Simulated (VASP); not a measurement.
A run of VASP 6.6.1:

File INCAR:

```
ALGO = Normal
EDIFF = 1E-6
ENCUT = 600
GGA = PE
GGA_COMPAT = F
ISIF = 2
ISMEAR = -1
ISPIN = 2
LASPH = T
LCHARG = F
LMAXMIX = 4
LORBIT = 11
LREAL = F
LWAVE = F
MAGMOM = 2.37
NBANDS = 14
NELM = 200
NUPDOWN = 2.1
PREC = Accurate
SIGMA = 0.02
```

The input KPOINTS:

```
k-points
0
Gamma
  7 7 7
```

Contents of POSCAR:

```
Fe
1.0
   -1.4430000000      1.4430000000      1.4430000000
    1.4430000000     -1.4430000000      1.4430000000
    1.4430000000      1.4430000000     -1.4430000000
Fe
1
Direct
    0.0000000000      0.0000000000      0.0000000000
```

Potentials or basis: VASP PAW PBE potentials, release 64 (Fe).

Launch:

```sh
$ cat potpaw_PBE.64/Fe/POTCAR > POTCAR
$ mpirun -np 1 vasp_std > vasp.out
```

Hardware: 1 thread of Intel(R) Xeon(R) 6975P-C (Granite Rapids) (shared host).

Q: How long does it take, and how much memory?

A: Run time: 5.2 s on 1 thread of Intel(R) Xeon(R) 6975P-C (Granite Rapids), with other jobs on the host, peak memory 0.13 GiB. Counts: scf iterations 14, k points 20.
